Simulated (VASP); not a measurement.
# AlN (P6_3mc) in VASP: a series of runs, part 2 of 2

VASP 6.6.1.

## Step 4: Single point, LDA

This run uses another cell than the first one, of 10.47 Å³/atom, 1.051 times its volume.

File INCAR:

```
ALGO     = Normal         # electronic algorithm
EDIFF    = 1E-7           # SCF threshold, eV
ENCUT    = 520            # plane-wave cutoff, eV
ISIF     = 2              # what is computed and relaxed
ISMEAR   = 0              # smearing method
LASPH    = True           # aspherical terms in the spheres
LCHARG   = False          # write CHGCAR
LREAL    = False          # projectors in reciprocal space
LWAVE    = False          # write WAVECAR
NBANDS   = 16             # bands
NELM     = 100            # most SCF steps
PREC     = Accurate       # precision mode
SIGMA    = 0.05           # smearing width, eV
```

File KPOINTS:

```
k-points
0
Gamma
  9 9 6
```

File POSCAR:

```
AlN
1.0
    3.1142507998      0.0000000000      0.0000000000
   -1.5571253999      2.6970203064      0.0000000000
    0.0000000000      0.0000000000      4.9846160402
Al N
2 2
Direct
    0.3333333333      0.6666666667      0.0015210182
    0.6666666667      0.3333333333      0.5015210182
    0.3333333333      0.6666666667      0.3834789818
    0.6666666667      0.3333333333      0.8834789818
```

Potentials or basis: VASP PAW LDA potentials, release 64 (Al, N).

Run with:

```bash
> cat potpaw_LDA.64/Al/POTCAR potpaw_LDA.64/N/POTCAR > POTCAR
> mpirun -np 1 vasp_std > vasp.out
```

OUTCAR:

```text
EDIFF = 1E-7
   ENCUT = 520
   ISIF = 2
   ISMEAR = 0
   LASPH = True
   LREAL = False
   NELM = 100
   PREC = Accurate

 ion  position               nearest neighbor table
   1  0.333  0.667  0.002-   4 1.89   4 1.89   4 1.89   3 1.90   2 3.07   2 3.07   2 3.07   2 3.07
                             2 3.07   2 3.07
   2  0.667  0.333  0.502-   3 1.89   3 1.89   3 1.89   4 1.90   1 3.07   1 3.07   1 3.07   1 3.07
                             1 3.07   1 3.07
   3  0.333  0.667  0.383-   2 1.89   2 1.89   2 1.89   1 1.90
   4  0.667  0.333  0.883-   1 1.89   1 1.89   1 1.89   2 1.90

  LATTYP: Found a hexagonal cell.
 ALAT       =     3.1142507998
 C/A-ratio  =     1.6005827278

  Lattice vectors:

 A1 = (   3.1142507998,   0.0000000000,   0.0000000000)
 A2 = (  -1.5571253999,   2.6970203064,   0.0000000000)
 A3 = (   0.0000000000,   0.0000000000,   4.9846160402)

Analysis of symmetry for initial positions (statically):
=====================================================================
 Subroutine PRICEL returns:
 Original cell was already a primitive cell.

 Routine SETGRP: Setting up the symmetry group for a
 hexagonal supercell.

 Subroutine GETGRP returns: Found 12 space group operations
 (whereof  6 operations were pure point group operations)
 out of a pool of 24 trial point group operations.

The static configuration has the point symmetry C_3v.
 The point group associated with its full space group is C_6v.

Analysis of symmetry for dynamics (positions and initial velocities):
=====================================================================
 Subroutine PRICEL returns:
 Original cell was already a primitive cell.

 Routine SETGRP: Setting up the symmetry group for a
 hexagonal supercell.

[... 120 lines left out ...]
   NELECT =      16.0000    total number of electrons
   NUPDOWN=      -1.0000    fix difference up-down
   EMIN   =  10.00;   EMAX   =-10.00  energy-range for DOS
   EFERMI =   0.00;   METHOD = LEGACY
   ISMEAR =     0;   SIGMA  =   0.05  broadening in eV -4-tet -1-fermi 0-gaus
   EFERMI_NEDOS =   21; number of points for ismear=-14 and -15
   IALGO  =     38    algorithm
   IMIX   =      4    mixing-type and parameters
     AMIX     =   0.40;   BMIX     =  1.00
     AMIX_MAG =   1.60;   BMIX_MAG =  1.00
  volume/ion in A,a.u.               =      10.47        70.63
  Fermi-wavevector in a.u.,A,eV,Ry     =   1.188023  2.245039 19.203257  1.411400
  Thomas-Fermi vector in A             =   2.324162
   LORBIT       =      0    0 simple, 1 ext, 2 COOP (PROOUT), +10 PAW based schemes
   GGA     = CA    functional components
   LHFCALC =     F    Hartree Fock is set to
   AEXX    =    0.0000 exact exchange contribution
   IVDW    =     0    specifies the selected vdW correction
   LEPSILON=     F    determine dielectric tensor
   LRPA    =     F    only Hartree local field effects (RPA)
 non-spin polarized calculation
 Gauss-broadening in eV      SIGMA  =   0.05
  energy-cutoff  :      520.00
  volume of cell :       41.87
 maximum number of plane-waves:      1152
 NGX is ok and might be reduce to    24
   NGX = 11   NGY = 11   NGZ = 19

 number of electron      16.0000001 magnetization

 Free energy of the ion-electron system (eV)
  ---------------------------------------------------
  ext. energy  EPLUGINS =         0.00000000
  ---------------------------------------------------
  free energy    TOTEN  =       -32.82917500 eV

  energy without entropy =      -32.82917500  energy(sigma->0) =      -32.82917500

 E-fermi :   6.1369     XC(G=0): -11.2350

 val. band max:        5.8729229848   @ k =   0.0000   0.0000   0.0000
 cond. band min:      10.0766241183   @ k =   0.0000   0.0000   0.0000
 fundamental gap:      4.2037011335
 Fermi energy:         6.1369385781

 k-point     1 :       0.0000    0.0000    0.0000
  band No.  band energies     occupation
      1      -9.1480      2.00000
      2      -6.9334      2.00000
      3      -0.1676      2.00000
      4       4.9956      2.00000
      5       4.9956      2.00000
      6       5.6512      2.00000
[... 433 lines left out ...]
      3       1.1190      2.00000
      4       1.6583      2.00000
      5       1.6583      2.00000
      6       3.1494      2.00000
[... 8 lines left out ...]
     15      18.7388      0.00000
     16      20.6961      0.00000

 [... further k-points ...]
[... 5 lines left out ...]
  --------------------------------------------------------------------------------------
  -------------------------------------------------------------------------------------
  Total       -1.1831913     -1.1831913     -1.1035829      0.0000000     -0.0000000      0.0000000
  in kB      -45.2789196    -45.2789196    -42.2324264      0.0000000     -0.0000000      0.0000000
  external PRESSURE =     -44.2634218 kB  Pullay stress =       0.0000000 kB

 VOLUME and BASIS-vectors are now :
 -----------------------------------------------------------------------------
  energy-cutoff  :      520.00
  volume of cell :       41.87
      direct lattice vectors                 reciprocal lattice vectors
     3.114250800  0.000000000  0.000000000     0.321104517  0.185389780  0.000000000
    -1.557125400  2.697020306  0.000000000     0.000000000  0.370779559  0.000000000
     0.000000000  0.000000000  4.984616040     0.000000000  0.000000000  0.200617258

 POSITION                                       TOTAL-FORCE (eV/Angst)
 -----------------------------------------------------------------------------------
     -0.00000      1.79801      0.00758         0.000000     -0.000000      0.009581
      1.55713      0.89901      2.49989        -0.000000      0.000000      0.009581
     -0.00000      1.79801      1.91150        -0.000000      0.000000     -0.009581
      1.55713      0.89901      4.40380        -0.000000     -0.000000     -0.009581
 -----------------------------------------------------------------------------------
    total drift:                               -0.000000      0.000000      0.000674

  FREE ENERGIE OF THE ION-ELECTRON SYSTEM (eV)
  ---------------------------------------------------
  free  energy   TOTEN  =       -32.8291749955 eV

  energy  without entropy=      -32.8291749955  energy(sigma->0) =      -32.82917500
```

OSZICAR:

```text
N       E                     dE             d eps       ncg     rms          rms(c)
DAV:   1     0.383710722653E+02    0.38371E+02   -0.73817E+03  1536   0.896E+02
DAV:   2    -0.346229069573E+02   -0.72994E+02   -0.67106E+02  2104   0.179E+02
DAV:   3    -0.378492584433E+02   -0.32264E+01   -0.32182E+01  1976   0.384E+01
DAV:   4    -0.378658520586E+02   -0.16594E-01   -0.16593E-01  1848   0.331E+00
DAV:   5    -0.378660167426E+02   -0.16468E-03   -0.16468E-03  2008   0.322E-01    0.122E+01
DAV:   6    -0.329426328766E+02    0.49234E+01   -0.11432E+01  1600   0.239E+01    0.432E+00
DAV:   7    -0.328905943967E+02    0.52038E-01   -0.49637E-01  1856   0.464E+00    0.281E+00
DAV:   8    -0.328318269230E+02    0.58767E-01   -0.70853E-02  1600   0.223E+00    0.350E-01
DAV:   9    -0.328290702990E+02    0.27566E-02   -0.57125E-03  1936   0.541E-01    0.223E-01
DAV:  10    -0.328292257018E+02   -0.15540E-03   -0.58538E-04  1688   0.153E-01    0.116E-01
DAV:  11    -0.328291755145E+02    0.50187E-04   -0.86802E-05  1776   0.688E-02    0.207E-02
DAV:  12    -0.328291750945E+02    0.42000E-06   -0.15665E-06  1904   0.938E-03    0.500E-03
DAV:  13    -0.328291749833E+02    0.11122E-06   -0.68506E-07  1840   0.600E-03    0.122E-03
DAV:  14    -0.328291749955E+02   -0.12198E-07   -0.11386E-08   872   0.900E-04
   1 F= -.32829175E+02 E0= -.32829175E+02  d E =-.451745E-16
```

stdout:

```text
POSCAR found type information on POSCAR AlN
 POSCAR found :  2 types and       4 ions
 scaLAPACK will be used
 LDA part: xc-table for (Slater(with rela. corr.)+CA(PZ))
 , standard interpolation
 POSCAR, INCAR and KPOINTS ok, starting setup
 FFT: planning ... GRIDC
 FFT: planning ... GRID_SOFT
 FFT: planning ... GRID
 WAVECAR not read
 entering main loop
```

It took 9.3 s on 1 thread of Intel Xeon 6975P-C (Granite Rapids), shared host; peak memory 0.15 GiB.

What came out:

- Free energy: -32.8292 eV
- Pressure: -4.4 GPa
- Largest force: 0.010 eV/Å
- Band gap on the k mesh: 4.20 eV, direct

Forces on the atoms (eV/Å):
```
Al   0.000  0.000  0.010
Al   0.000  0.000  0.010
N    0.000  0.000 -0.010
N    0.000  0.000 -0.010
```

Levels at points of the mesh, in eV from the valence-band top:
| k point | band 5 | band 6 | band 7 | band 8 | band 9 | band 10 | band 11 | band 12 |
| --- | --- | --- | --- | --- | --- | --- | --- | --- |
| (0.00, 0.00, 0.00) | -0.88 | -0.22 | -0.22 | 0.00 | 4.20 | 6.52 | 10.46 | 10.92 |
| (0.00, 0.00, 0.50) | -0.56 | -0.56 | -0.56 | -0.56 | 6.39 | 6.39 | 10.12 | 10.12 |

## Step 5: Single point, LDA

This run uses another cell than the first one, of 10.73 Å³/atom, 1.078 times its volume.

File INCAR:

```
PREC     = Accurate       # precision mode
ENCUT    = 520            # plane-wave cutoff, eV
EDIFF    = 1E-7           # SCF threshold, eV
ISMEAR   = 0              # smearing method
SIGMA    = 0.05           # smearing width, eV
LREAL    = False          # projectors in reciprocal space
LASPH    = True           # aspherical terms in the spheres
NELM     = 100            # most SCF steps
ALGO     = Normal         # electronic algorithm
ISIF     = 2              # what is computed and relaxed
LWAVE    = False          # write WAVECAR
LCHARG   = False          # write CHGCAR
GGA      = CA             # functional
NBANDS   = 16             # bands
```

File KPOINTS:

```
regular mesh
0
Gamma
  9 9 6
```

File POSCAR:

```
AlN
1.0
    3.1401951683      0.0000000000      0.0000000000
   -1.5700975842      2.7194887886      0.0000000000
    0.0000000000      0.0000000000      5.0261421483
Al N
2 2
Direct
    0.3333333333      0.6666666667      0.0015210182
    0.6666666667      0.3333333333      0.5015210182
    0.3333333333      0.6666666667      0.3834789818
    0.6666666667      0.3333333333      0.8834789818
```

Run with:

```bash
> cat potpaw_LDA.64/Al/POTCAR potpaw_LDA.64/N/POTCAR > POTCAR
> mpirun -np 1 vasp_std > vasp.out
```

Run time: 9.3 s. Hardware: 1 thread of Intel Xeon 6975P-C (Granite Rapids), shared host; peak memory 0.14 GiB.

The run converged. Its results:

```
Free energy            : -32.7851 eV
Pressure               : -9.0 GPa
Largest force          : 0.019 eV/Å
Band gap on the k mesh : 3.99 eV, direct
```

Forces in eV/Å, atoms in the order of the input:
```
Al   0.000  0.000  0.019
Al   0.000  0.000  0.019
N    0.000  0.000 -0.019
N    0.000  0.000 -0.019
```

Stress tensor (GPa, compression positive):
```
-9.24  0.00  0.00
 0.00 -9.24  0.00
 0.00  0.00 -8.62
```

Levels at points of the mesh, in eV from the valence-band top:
| k point | band 4 | band 5 | band 6 | band 7 | band 8 | band 9 | band 10 | band 11 | band 12 | band 13 |
| --- | --- | --- | --- | --- | --- | --- | --- | --- | --- | --- |
| (0.00, 0.00, 0.00) | -0.87 | -0.87 | -0.22 | -0.22 | 0.00 | 3.99 | 6.30 | 10.26 | 10.74 | 10.74 |
| (0.00, 0.00, 0.50) | -3.29 | -0.55 | -0.55 | -0.55 | -0.55 | 6.18 | 6.18 | 9.92 | 9.92 | 11.06 |

## Step 6: Overview

```csv
cell,gap on the mesh (eV),pressure (GPa),largest force (eV/Å)
"a = 3.063, b = 3.063, c = 4.903 Å, angles 90.0, 90.0, 120.0°, 4 atoms",4.65,6.3,0.01
"a = 3.089, b = 3.089, c = 4.944 Å, angles 90.0, 90.0, 120.0°, 4 atoms",4.42,0.6,-
"a = 3.114, b = 3.114, c = 4.985 Å, angles 90.0, 90.0, 120.0°, 4 atoms",4.20,-4.4,0.01
"a = 3.140, b = 3.140, c = 5.026 Å, angles 90.0, 90.0, 120.0°, 4 atoms",3.99,-9.0,0.02
```

Alike in all rows: task single point; level LDA; potentials or basis VASP PAW LDA potentials, release 64 (Al, N); no spin polarisation; k mesh 9 × 9 × 6; cutoff (eV) 520; smearing gaussian 0.05 eV.

Total energies depend on the potentials used, so only differences within one code and one set of settings carry meaning.

## Step 7: Comparison with measurements

Step 3. A measured gap of AlN is 6.0343 eV (an exciton energy, a little under the gap; 0 K; quoted in “Structural and optical properties of self-assembled AlN nanowires grown on SiO2/Si substrates by molecular beam epitaxy”, 2024, arxiv:2402.00216); the calculated 4.42 eV misses it by -1.61 eV. 2 values of this kind are on record (6.034 to 6.0343 eV); this one was drawn at random. The value is that of LDA on a finite k mesh, which can miss the band edges, without temperature or zero-point motion. Semilocal functionals fall short of measured gaps as a rule.
